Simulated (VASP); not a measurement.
# Rh (Fm-3m) in VASP: a series of runs, part 2 of 2

VASP 6.6.1.

## (5) Single point, LDA (volume scaled by 0.8)

File INCAR:

```
ALGO = Normal
EDIFF = 1E-6
ENCUT = 520
GGA = CA
ISIF = 2
ISMEAR = -1
LASPH = True
LCHARG = True
LELF = True
LREAL = False
LVHAR = True
LWAVE = False
NBANDS = 14
NELM = 100
PREC = Accurate
SIGMA = 0.05
```

File KPOINTS:

```
k-points
0
Gamma
  17 17 17
```

File POSCAR:

```
Rh
1.0
    0.0000000000      1.7423242667      1.7423242667
    1.7423242667      0.0000000000      1.7423242667
    1.7423242667      1.7423242667      0.0000000000
Rh
1
Direct
    0.0000000000      0.0000000000      0.0000000000
```

Potentials or basis: VASP PAW LDA potentials, release 64 (Rh_pv).

Started as:

```
$ cat potpaw_LDA.64/Rh_pv/POTCAR > POTCAR
$ mpirun -np 1 vasp_std > vasp.out
```

OUTCAR:

```text
EDIFF = 1E-6
   ENCUT = 520
   GGA = CA
   ISIF = 2
   ISMEAR = -1
   LASPH = True
   LREAL = False
   NELM = 100
   PREC = Accurate

 ion  position               nearest neighbor table
   1  0.000  0.000  0.000-

  LATTYP: Found a face centered cubic cell.
 ALAT       =     3.4846485334

  Lattice vectors:

 A1 = (   0.0000000000,   1.7423242667,   1.7423242667)
 A2 = (   1.7423242667,   0.0000000000,   1.7423242667)
 A3 = (   1.7423242667,   1.7423242667,   0.0000000000)

Analysis of symmetry for initial positions (statically):
=====================================================================
 Subroutine PRICEL returns:
 Original cell was already a primitive cell.

 Routine SETGRP: Setting up the symmetry group for a
 face centered cubic supercell.

 Subroutine GETGRP returns: Found 48 space group operations
 (whereof 48 operations were pure point group operations)
 out of a pool of 48 trial point group operations.

The static configuration has the point symmetry O_h .

Analysis of symmetry for dynamics (positions and initial velocities):
=====================================================================
 Subroutine PRICEL returns:
 Original cell was already a primitive cell.
[... 159 lines left out ...]

 k-point     1 :       0.0000    0.0000    0.0000
  band No.  band energies     occupation
      1     -29.3466      2.00000
      2     -29.3466      2.00000
      3     -29.3466      2.00000
      4       7.2552      2.00000
      5      12.6324      2.00000
      6      12.6324      2.00000
      7      12.6324      2.00000
      8      15.8218      2.00000
      9      15.8218      2.00000
     10      32.5822      0.00000
     11      36.9391      0.00000
     12      39.6072      0.00000
     13      39.6072      0.00000
     14      39.6072      0.00000
[... 377 lines left out ...]
      1     -29.7033      2.00000
      2     -29.4376      2.00000
      3     -29.3755      2.00000
      4       8.3164      2.00000
      5      12.0893      2.00000
      6      13.0525      2.00000
      7      13.1279      2.00000
      8      15.2892      2.00000
      9      15.9119      2.00000
     10      34.4058      0.00000
     11      36.6011      0.00000
     12      36.9470      0.00000
     13      40.5784      0.00000
     14      41.9257      0.00000

 [... further k-points ...]
[... 5 lines left out ...]
  --------------------------------------------------------------------------------------
  -------------------------------------------------------------------------------------
  Total        8.3009836      8.3009836      8.3009836      0.0000000      0.0000000      0.0000000
  in kB     1257.2544695   1257.2544695   1257.2544695      0.0000000      0.0000000      0.0000000
  external PRESSURE =    1257.2544695 kB  Pullay stress =       0.0000000 kB

 VOLUME and BASIS-vectors are now :
 -----------------------------------------------------------------------------
  energy-cutoff  :      520.00
  volume of cell :       10.58
      direct lattice vectors                 reciprocal lattice vectors
     0.000000000  1.742324267  1.742324267    -0.286972987  0.286972987  0.286972987
     1.742324267  0.000000000  1.742324267     0.286972987 -0.286972987  0.286972987
     1.742324267  1.742324267  0.000000000     0.286972987  0.286972987 -0.286972987

 POSITION                                       TOTAL-FORCE (eV/Angst)
 -----------------------------------------------------------------------------------
      0.00000      0.00000      0.00000        -0.000000      0.000000     -0.000000
 -----------------------------------------------------------------------------------
    total drift:                                0.000000     -0.000000      0.000000

  FREE ENERGIE OF THE ION-ELECTRON SYSTEM (eV)
  ---------------------------------------------------
  free  energy   TOTEN  =        -7.8461493218 eV

  energy  without entropy=       -7.8411238160  energy(sigma->0) =       -7.84363657
```

stdout:

```text
POSCAR found type information on POSCAR Rh
 POSCAR found :  1 types and       1 ions
 scaLAPACK will be used
 LDA part: xc-table for (Slater(with rela. corr.)+CA(PZ))
 , standard interpolation
 POSCAR, INCAR and KPOINTS ok, starting setup
 FFT: planning ... GRIDC
 FFT: planning ... GRID_SOFT
 FFT: planning ... GRID
 WAVECAR not read
 entering main loop
```

Wall time 13 s (1 thread of AMD EPYC 7R13 (Zen 3), shared host); peak memory 0.1 GiB.

What came out:

| Property | Result |
| --- | --- |
| Free energy | -7.8461 eV |
| Pressure | 125.7 GPa |

## (6) Single point, LDA (volume scaled by 0.88)

File INCAR:

```
SYSTEM = Rh
PREC = Accurate
ENCUT = 520
EDIFF = 1E-6
ISMEAR = -1
SIGMA = 0.05
LREAL = .FALSE.
LASPH = .TRUE.
NELM = 80
ALGO = Normal
ISIF = 2
LWAVE = .FALSE.
LCHARG = .TRUE.
LELF = .TRUE.
LVHAR = .TRUE.
NBANDS = 14
```

File KPOINTS:

```
Automatic mesh
0
G
  17 17 17
  0 0 0
```

File POSCAR:

```
Rh
1.0
    0.0000000000      1.7985666952      1.7985666952
    1.7985666952      0.0000000000      1.7985666952
    1.7985666952      1.7985666952      0.0000000000
Rh
1
Direct
    0.0000000000      0.0000000000      0.0000000000
```

Potentials or basis: VASP PAW LDA potentials, release 64 (Rh_pv).

Started as:

```
$ cat potpaw_LDA.64/Rh_pv/POTCAR > POTCAR
$ mpirun -np 1 vasp_std > vasp.out
```

Run time: 16 s. Hardware: 1 thread of AMD EPYC 7R13 (Zen 3), shared host; peak memory 0.11 GiB.

It converged, with:

- Free energy: -8.4335 eV
- Pressure: 57.4 GPa

Levels at points of the mesh, in eV from the Fermi level:
```
           k point  band 5  band 6  band 7  band 8  band 9  band 10
(0.00, 0.00, 0.00)   -4.03   -4.03   -4.03   -1.27   -1.27    15.63
```

## (7) The runs side by side

```csv
cell,gap on the mesh (eV),pressure (GPa)
"a = 2.379 Å, angles 60.0°, 1 atom",none,238.1
"a = 2.464 Å, angles 60.0°, 1 atom",none,125.7
"a = 2.544 Å, angles 60.0°, 1 atom",none,57.4
```

Alike in all rows: task single point; level LDA; potentials or basis VASP PAW LDA potentials, release 64 (Rh_pv); no spin polarisation; k mesh 17 × 17 × 17; cutoff (eV) 520; smearing fermi-dirac 0.05 eV.

Absolute energies hang on the potentials; compare differences alone.
